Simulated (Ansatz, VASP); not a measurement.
Ti: VASP beside Ansatz

File INCAR:

```
SYSTEM = Ti
ALGO     = Normal         ! electronic algorithm
EDIFF    = 1E-6           ! SCF threshold, eV
ENCUT    = 520            ! plane-wave cutoff, eV
GGA      = RP             ! functional
ISIF     = 2              ! what is computed and relaxed
ISMEAR   = -1             ! smearing method
LASPH    = .True.         ! aspherical terms in the spheres
LCHARG   = .False.        ! write CHGCAR
LREAL    = .False.        ! projectors in reciprocal space
LWAVE    = .False.        ! write WAVECAR
NBANDS   = 12             ! bands
NELM     = 80             ! most SCF steps
PREC     = Accurate       ! precision mode
SIGMA    = 0.1            ! smearing width, eV
```

Contents of KPOINTS:

```
k-points
0
Gamma
  15 15 15
  0 0 0
```

Contents of POSCAR:

```
Ti
1.0
   -1.6897136908      1.6897136908      1.6897136908
    1.6897136908     -1.6897136908      1.6897136908
    1.6897136908      1.6897136908     -1.6897136908
Ti
1
Direct
    0.0000000000      0.0000000000      0.0000000000
```

Input for Ansatz:

```yaml
crystal:
  lattice:
    - [-1.6897136908, 1.6897136908, 1.6897136908]
    - [1.6897136908, -1.6897136908, 1.6897136908]
    - [1.6897136908, 1.6897136908, -1.6897136908]
  atoms:
    - { symbol: Ti, position: [0.0, 0.0, 0.0] }
hamiltonian:
  xc: rpbe
  pseudopotentials:
    kind: paw
    azcp:
      Ti: "pseudopotentials/Ti.paw.azcp"
basis:
  ecutwfc: 420
  fft_grid_basis: typed
kpoints:
  mp_grid: { grid: [15, 15, 15], shift: [0, 0, 0] }
magnetization:
  spin_polarized: false
scf:
  occupations: { method: fermi_dirac, width: 0.1 }
  lower_state_search: "off"
output:
  stress: true
```

Alike in both runs: task single point; functional RPBE; k mesh 15 × 15 × 15; occupations fermi-dirac, width 0.1 eV; no spin polarisation.

```csv
,VASP,Ansatz
version,VASP 6.6.1,Ansatz 0.2.0
potentials or method,"VASP PAW PBE potentials, release 64 (Ti_sv), cutoff 520 eV","plane waves (420 eV) with PAW, scalar-relativistic"
valence electrons in the cell,12,12
```

Ansatz gave:

| Item | Value |
| --- | --- |
| pressure (GPa) | -6.7 |

Q: Which values does VASP return?

A: Pressure (GPa): -6.8.

VASP's potentials were made for PBE, not for RPBE. The functional is the same, so the differences come from potentials, cutoffs and numerics.
